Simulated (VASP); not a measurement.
# Pt (P6_3/mmc) in VASP: further runs, part 2 of 2

VASP 6.6.1. Earlier steps stand in the parts before.

## Step 3: Single point, r2SCAN (15.50 Å³/atom)

This run uses another cell than the first one, of 15.50 Å³/atom.

The input, POSCAR:

```
Pt
1.0
    2.7421371004      0.0000000000      0.0000000000
   -1.3710685502      2.3747603895      0.0000000000
    0.0000000000      0.0000000000      4.7599710578
Pt
2
Direct
    0.3333333333      0.6666666667      0.2500000000
    0.6666666667      0.3333333333      0.7500000000
```

The input, INCAR.step1:

```
ALGO = Normal
EDIFF = 1E-5
ENCUT = 550
GGA = PE
GGA_COMPAT = F
ISMEAR = -1
LASPH = T
LCHARG = F
LREAL = F
LWAVE = T
NBANDS = 17
NELM = 120
PREC = Accurate
SIGMA = 0.05
```

The input, INCAR.step2:

```
ALGO = Normal
EDIFF = 1E-6
ENCUT = 550
GGA_COMPAT = F
ISIF = 2
ISMEAR = -1
ISTART = 1
LASPH = T
LCHARG = T
LELF = T
LMIXTAU = T
LREAL = F
LVHAR = T
LWAVE = F
METAGGA = R2SCAN
NBANDS = 17
NELM = 120
PREC = Accurate
SIGMA = 0.05
```

The input, KPOINTS:

```
k-points
0
Gamma
  11 11 6
```

Potentials or basis: VASP PAW PBE potentials, release 64 (Pt).

The run is started by

```bash
cat potpaw_PBE.64/Pt/POTCAR > POTCAR
cp INCAR.step1 INCAR
mpirun -np 1 vasp_std > vasp.out
cp INCAR.step2 INCAR
mpirun -np 1 vasp_std > vasp.out
```

OUTCAR:

```text
EDIFF = 1E-6
   ENCUT = 550
   ISIF = 2
   ISMEAR = -1
   ISTART = 1
   LASPH = T
   LREAL = F
   METAGGA = R2SCAN
   NELM = 120
   PREC = Accurate

 ion  position               nearest neighbor table
   1  0.333  0.667  0.250-   2 2.86   2 2.86   2 2.86   2 2.86   2 2.86   2 2.86
   2  0.667  0.333  0.750-   1 2.86   1 2.86   1 2.86   1 2.86   1 2.86   1 2.86

  LATTYP: Found a hexagonal cell.
 ALAT       =     2.7421371004
 C/A-ratio  =     1.7358618054

  Lattice vectors:

 A1 = (   2.7421371004,   0.0000000000,   0.0000000000)
 A2 = (  -1.3710685502,   2.3747603895,   0.0000000000)
 A3 = (   0.0000000000,   0.0000000000,   4.7599710578)

Analysis of symmetry for initial positions (statically):
=====================================================================
 Subroutine PRICEL returns:
 Original cell was already a primitive cell.

 Routine SETGRP: Setting up the symmetry group for a
 hexagonal supercell.

 Subroutine GETGRP returns: Found 24 space group operations
 (whereof 12 operations were pure point group operations)
 out of a pool of 24 trial point group operations.

The static configuration has the point symmetry D_3d.
 The point group associated with its full space group is D_6h.

Analysis of symmetry for dynamics (positions and initial velocities):
=====================================================================
 Subroutine PRICEL returns:
 Original cell was already a primitive cell.

 Routine SETGRP: Setting up the symmetry group for a
 hexagonal supercell.

 Subroutine GETGRP returns: Found 24 space group operations
 (whereof 12 operations were pure point group operations)
 out of a pool of 24 trial point group operations.

The dynamic configuration has the point symmetry D_3d.
 The point group associated with its full space group is D_6h.

 Subroutine INISYM returns: Found 24 space group operations
 (whereof 12 operations are pure point group operations),
 and found     1 'primitive' translations

----------------------------------------------------------------------------------------

                                     Primitive cell

  volume of cell :      30.9965

  direct lattice vectors                    reciprocal lattice vectors
     2.742137100  0.000000000  0.000000000     0.364679067  0.210547558  0.000000000
    -1.371068550  2.374760390  0.000000000     0.000000000  0.421095115  0.000000000
     0.000000000  0.000000000  4.759971058     0.000000000  0.000000000  0.210085311

  length of vectors
     2.742137100  2.742137100  4.759971058     0.421095115  0.421095115  0.210085311

  position of ions in fractional coordinates (direct lattice)
     0.333333333  0.666666667  0.250000000
     0.666666667  0.333333333  0.750000000

  ion indices of the primitive-cell ions
   primitive index   ion index
                 1           1
                 2           2

----------------------------------------------------------------------------------------

 KPOINTS: k-points

Automatic generation of k-mesh.
 Grid dimensions read from file:
 generate k-points for:   11   11    6

 Generating k-lattice:

  Cartesian coordinates                     Fractional coordinates (reciprocal lattice)
     0.033152642  0.019140687  0.000000000     0.090909091  0.000000000  0.000000000
     0.000000000  0.038281374  0.000000000     0.000000000  0.090909091  0.000000000
     0.000000000  0.000000000  0.035014218     0.000000000  0.000000000  0.166666667

  Length of vectors
     0.038281374  0.038281374  0.035014218

  Shift w.r.t. Gamma in fractional coordinates (k-lattice)
     0.000000000  0.000000000  0.000000000

 Subroutine IBZKPT returns following result:
 ===========================================

 Found     64 irreducible k-points:

 Following reciprocal coordinates:
            Coordinates               Weight
  0.000000  0.000000  0.000000      1.000000
  0.090909  0.000000  0.000000      6.000000
  0.181818 -0.000000  0.000000      6.000000
  0.272727  0.000000  0.000000      6.000000
  0.363636 -0.000000  0.000000      6.000000
  0.454545 -0.000000  0.000000      6.000000
[... 16 lines left out ...]
  0.090909  0.090909  0.166667     12.000000
  0.181818  0.090909  0.166667     24.000000
 [... further k-points ...]
   k-points           NKPTS =     64   k-points in BZ     NKDIM =     64   number of bands    NBANDS=     17
   number of dos      NEDOS =    301   number of ions     NIONS =      2
   total plane-waves  NPLWV =  20736
   dimension x,y,z NGX =    24 NGY =   24 NGZ =   36
   dimension x,y,z NGXF=    48 NGYF=   48 NGZF=   72
   ions per type =               2
   NGX,Y,Z   is equivalent  to a cutoff of  14.55, 14.55, 12.57 a.u.
   NGXF,Y,Z  is equivalent  to a cutoff of  29.10, 29.10, 25.15 a.u.
 SYSTEM =  unknown system
   PREC   = accura    normal or accurate (medium, high low for compatibility)
   ISTART =      1    job   : 0-new  1-cont  2-samecut
   ICHARG =      0    charge: 1-file 2-atom 10-const
   ISPIN  =      1    spin polarized calculation?
   LNONCOLLINEAR =      F non collinear calculations
   LSORBIT =      F    spin-orbit coupling
   LASPH  =      T    aspherical Exc in radial PAW
   ENCUT  =  550.0 eV  40.42 Ry    6.36 a.u.   5.24  5.24  9.10*2*pi/ulx,y,z
   NELM   =    120;   NELMIN=  2; NELMDL=  0     # of ELM steps
   EDIFF  = 0.1E-05   stopping-criterion for ELM
   LREAL  =      F    real-space projection
   EDIFFG = 0.1E-04   stopping-criterion for IOM
   NSW    =      0    number of steps for IOM
   IBRION =     -1    ionic relax: 0-MD 1-quasi-New 2-CG
   NFREE  =      0    steps in history (QN), initial steepest desc. (CG)
   ISIF   =      2    stress and relaxation
   ISYM   =      2    0-nonsym 1-usesym 2-fastsym
   POTIM  = 0.5000    time-step for ionic-motion
   TEBEG  =    0.0;   TEEND  =   0.0 temperature during run
   PSTRESS=    0.0 pullay stress
   NELECT =      20.0000    total number of electrons
   NUPDOWN=      -1.0000    fix difference up-down
   EMIN   =  10.00;   EMAX   =-10.00  energy-range for DOS
   EFERMI =   0.00;   METHOD = LEGACY
   ISMEAR =    -1;   SIGMA  =   0.05  broadening in eV -4-tet -1-fermi 0-gaus
   EFERMI_NEDOS =   21; number of points for ismear=-14 and -15
   IALGO  =     38    algorithm
   IMIX   =      4    mixing-type and parameters
     AMIX     =   0.40;   BMIX     =  1.00
     AMIX_MAG =   1.60;   BMIX_MAG =  1.00
  volume/ion in A,a.u.               =      15.50       104.59
  Fermi-wavevector in a.u.,A,eV,Ry     =   1.414644  2.673289 27.228208  2.001217
  Thomas-Fermi vector in A             =   2.536165
   LORBIT       =      0    0 simple, 1 ext, 2 COOP (PROOUT), +10 PAW based schemes
   METAGGA = R2SCAN    functional components
   LHFCALC =     F    Hartree Fock is set to
   AEXX    =    0.0000 exact exchange contribution
   IVDW    =     0    specifies the selected vdW correction
   LEPSILON=     F    determine dielectric tensor
   LRPA    =     F    only Hartree local field effects (RPA)
 non-spin polarized calculation
  energy-cutoff  :      550.00
  volume of cell :       31.00
 maximum number of plane-waves:       924
 NGX is ok and might be reduce to    24
   NGX = 11   NGY = 11   NGZ = 19

 number of electron      20.0000004 magnetization

 Free energy of the ion-electron system (eV)
  ---------------------------------------------------
  ext. energy  EPLUGINS =         0.00000000
  ---------------------------------------------------
  free energy    TOTEN  =      -102.87986777 eV

  energy without entropy =     -102.84815795  energy(sigma->0) =     -102.86401286

 E-fermi :  10.4693     XC(G=0): -14.4285

 val. band max:       10.4673235418   @ k =   0.3636   0.0909   0.0000
 cond. band min:      10.4788377106   @ k =   0.2727   0.2727   0.5000
 fundamental gap:      0.0115141688
 Fermi energy:        10.4693201148

 k-point     1 :       0.0000    0.0000    0.0000
  band No.  band energies     occupation
      1       0.3208      2.00000
      2       3.0020      2.00000
      3       6.2975      2.00000
      4       6.8318      2.00000
      5       6.8318      2.00000
      6       7.2168      2.00000
[... 9 lines left out ...]
     16      28.7088      0.00000
     17      32.7600      0.00000
[... 441 lines left out ...]
 k-point    24 :       0.1818    0.0909    0.1667
  band No.  band energies     occupation
      1       2.4930      2.00000
      2       4.5250      2.00000
      3       5.7283      2.00000
      4       5.8650      2.00000
      5       6.4555      2.00000
      6       7.0590      2.00000
[... 9 lines left out ...]
     16      28.0141      0.00000
     17      28.9127      0.00000

 [... further k-points ...]

------------------------ aborting loop because EDIFF is reached ----------------------------------------

  FORCE on cell =-STRESS in cart. coord.  units (eV):
  Direction    XX          YY          ZZ          XY          YZ          ZX
  --------------------------------------------------------------------------------------
  -------------------------------------------------------------------------------------
  Total       -0.0793379     -0.0793379     -0.1808421      0.0000000      0.0000000      0.0000000
  in kB       -4.1008902     -4.1008902     -9.3475290      0.0000000      0.0000000      0.0000000
  external PRESSURE =      -5.8497698 kB  Pullay stress =       0.0000000 kB

 VOLUME and BASIS-vectors are now :
 -----------------------------------------------------------------------------
  energy-cutoff  :      550.00
  volume of cell :       31.00
      direct lattice vectors                 reciprocal lattice vectors
     2.742137100  0.000000000  0.000000000     0.364679067  0.210547558  0.000000000
    -1.371068550  2.374760390  0.000000000     0.000000000  0.421095115  0.000000000
     0.000000000  0.000000000  4.759971058     0.000000000  0.000000000  0.210085311

 POSITION                                       TOTAL-FORCE (eV/Angst)
 -----------------------------------------------------------------------------------
     -0.00000      1.58317      1.18999         0.000000     -0.000000      0.000000
      1.37107      0.79159      3.56998        -0.000000      0.000000      0.000000
 -----------------------------------------------------------------------------------
    total drift:                                0.000000     -0.000000      0.000000

  FREE ENERGIE OF THE ION-ELECTRON SYSTEM (eV)
  ---------------------------------------------------
  free  energy   TOTEN  =      -102.8798677674 eV

  energy  without entropy=     -102.8481579460  energy(sigma->0) =     -102.86401286
```

OUTCAR.step1:

```text
EDIFF = 1E-5
   ENCUT = 550
   GGA = PE
   ISMEAR = -1
   LASPH = T
   LREAL = F
[... 702 lines left out ...]
 -----------------------------------------------------------------------------------
     -0.00000      1.58317      1.18999        -0.000000      0.000000      0.000000
      1.37107      0.79159      3.56998         0.000000      0.000000      0.000000
 -----------------------------------------------------------------------------------
    total drift:                                0.000000     -0.000000      0.000000

  FREE ENERGIE OF THE ION-ELECTRON SYSTEM (eV)
  ---------------------------------------------------
  free  energy   TOTEN  =       -12.0795956899 eV

  energy  without entropy=      -12.0446517673  energy(sigma->0) =      -12.06212373
```

Wall time 3.4 min (1 thread of AMD EPYC 7R43 (Zen 3), shared host); peak memory 0.14 GiB.

Results:

- Free energy: -102.8799 eV
- Pressure: -0.6 GPa
- Band gap on the k mesh: zero (bands 10 and 11 overlap by 1.32 eV)

Caveat: the PAW data sets were made with another functional, which shifts forces and pressure a little; spin-orbit coupling is left out, which moves the levels of the heavy elements.
